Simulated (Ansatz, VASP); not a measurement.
**Pt: VASP beside Ansatz**

```
CELL_PARAMETERS angstrom
0.00000 1.98489 1.98489
1.98489 0.00000 1.98489
1.98489 1.98489 0.00000
ATOMIC_POSITIONS crystal
Pt 0.00000 0.00000 0.00000
```

Alike in both runs: functional PBE; k mesh 18 × 18 × 18; occupations gaussian, width 0.1 eV; no spin polarisation.

Ansatz relaxed the structure, and its values are those at the end. VASP's run is a single point on that final structure, the one shown.

|  | VASP | Ansatz |
| --- | --- | --- |
| version | VASP 6.6.1 | Ansatz 0.2.0 |
| potentials or method | VASP PAW PBE potentials, release 64 (Pt), cutoff 500 eV | scalar-relativistic, plane waves, PAW |
| valence electrons in the cell | 10 | 18 |

```csv
,VASP,Ansatz,Ansatz less VASP
gap on the k mesh at the Fermi level (eV),none,none,-
pressure (GPa),-0.4,0.0,+0.41
```

A gap of «none» marks a metal or a gap that the smearing closes. VASP's potentials hold 10 valence electrons a cell and Ansatz's 18, so a difference there can come from the potentials and not from the codes.

Spin-orbit coupling is off throughout.
